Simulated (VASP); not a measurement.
Runs of VASP 6.6.1 on CdTe. The structure is that of space group F-43m (No. 216), or close to it. The cells are those of the table. 

| task | cell | k mesh | cutoff (eV) | smearing | gap on the mesh (eV) | pressure (GPa) |
| --- | --- | --- | --- | --- | --- | --- |
| single point | a = 4.681 Å, angles 60.0°, 2 atoms | 8 × 8 × 8 | 520 | gaussian 0.02 eV | 0.58 | 0.1 |
| single point | a = 4.681 Å, angles 60.0°, 2 atoms | 6 × 6 × 6 | 520 | gaussian 0.02 eV | 0.58 | 0.1 |
| single point | a = 4.642 Å, angles 60.0°, 2 atoms | 6 × 6 × 6 | 520 | gaussian 0.1 eV | 0.65 | (a) |
| relaxation of cell and atoms | relaxed from a = 4.681 Å, angles 60.0°, 2 atoms | 8 × 8 × 8 | 600 | gaussian 0.02 eV | 0.58 | 0.0 |

Alike in all rows: level PBE; potentials or basis VASP PAW PBE potentials, release 64 (Cd, Te); no spin polarisation.

Question: Estimate the missing entries.

Answer: (a) 1.1.

Caveats: spin-orbit coupling is left out, which moves the levels of the heavy elements.

A k mesh can miss the band edges, and the runs leave out spin-orbit coupling on Cd, Te.
